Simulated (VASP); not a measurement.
Set up this calculation in VASP 6.6.1, as the native input.

```
Task                   : single point
Functional             : PBE
Potentials or basis    : VASP PAW PBE potentials, release 64 (Eu, O)
Cutoff                 : 600 eV
k mesh                 : 8 × 8 × 8
Occupations            : fermi-dirac, width 0.1 eV
Spin                   : collinear spin, ferromagnetic start
Starting moments       : [4.9, 0.0] μB
Hubbard terms          : Eu f U = 3.0 eV
Dipole correction      : no
Further INCAR settings : ALGO = Normal; EDIFF = 1e-06; NBANDS = 22
```

The structure of EuO lies in POSCAR:

```
EuO
1.0
    0.0000000000      2.5719500000      2.5719500000
    2.5719500000      0.0000000000      2.5719500000
    2.5719500000      2.5719500000      0.0000000000
Eu O
1 1
Direct
    0.0000000000      0.0000000000      0.0000000000
    0.5000000000      0.5000000000      0.5000000000
```

These files were run (other wordings do the same):

INCAR

```
PREC = Accurate
ENCUT = 600
EDIFF = 1E-6
ISMEAR = -1
SIGMA = 0.1
LREAL = False
LASPH = True
NELM = 200
ALGO = Normal
ISIF = 2
LWAVE = False
LCHARG = False
ISPIN = 2
MAGMOM = 4.9 0
LORBIT = 11
LMAXMIX = 6
LDAU = True
LDAUTYPE = 2
LDAUL = 3 -1
LDAUU = 3 0
LDAUJ = 0 0
LDAUPRINT = 1
GGA = PE
NBANDS = 22
GGA_COMPAT = False
```

KPOINTS

```
regular mesh
0
Gamma
  8 8 8
```

Potentials or basis: VASP PAW PBE potentials, release 64 (Eu, O).

Run with:

```console
$ cat potpaw_PBE.64/Eu/POTCAR potpaw_PBE.64/O/POTCAR > POTCAR
$ mpirun -np 1 vasp_std > vasp.out
```

It gave:

```
Pressure                                              : -1.4 GPa
Band gap on the k mesh                                : zero (filled and empty bands overlap)
Net moment                                            : 7.00 μB per cell
Site moments                                          : Eu +6.67; O -0.10 μB
Valence electrons inside the program's atomic spheres : Eu 14.88; O 4.95
```

Caveat: spin-orbit coupling is left out, which moves the levels of the heavy elements; a cell with one magnetic atom can't hold antiferromagnetic order, which such compounds often take.

Run time: 61 s on 1 thread of Intel(R) Xeon(R) Platinum 8488C (Sapphire Rapids) (shared host), peak memory 0.22 GiB.
